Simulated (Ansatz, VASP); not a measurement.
## HfTi2Ge3: VASP beside Ansatz

```
Hf Ti Ge
1.0
     5.12422    0.00000    0.00000
     0.00000    5.12422    0.00000
     0.00000    0.00000    5.10448
Hf Ti Ge
1 2 3
Direct
  0.50000 0.50000 0.00000
  0.00000 0.00000 0.50000
  0.00000 0.00000 0.00000
  0.00000 0.50000 0.50000
  0.50000 0.00000 0.50000
  0.50000 0.50000 0.50000
```

Alike in both runs: functional PBE; k mesh 4 × 4 × 4; occupations gaussian, width 0.2 eV; no spin polarisation.

Ansatz relaxed the structure, and its values are those at the end. VASP's run is a single point on that final structure, the one shown.

```csv
,VASP,Ansatz
version,VASP 6.6.1,Ansatz 0.2.0
potentials or method,"VASP PAW PBE potentials, release 64 (Hf_pv, Ti_sv, Ge_d), cutoff 500 eV","scalar-relativistic, plane waves, PAW"
valence electrons in the cell,76,92
```

|  | VASP | Ansatz | Ansatz less VASP |
| --- | --- | --- | --- |
| gap on the k mesh at the Fermi level (eV) | none | none | - |
| pressure (GPa) | 0.1 | 0.2 | +0.13 |

A gap of «none» marks a metal or a gap that the smearing closes. With one functional, cell and mesh, what is left measures potentials, basis and numerics. VASP's potentials hold 76 valence electrons a cell and Ansatz's 92, so a difference there can come from the potentials and not from the codes.

Spin-orbit coupling is off throughout.
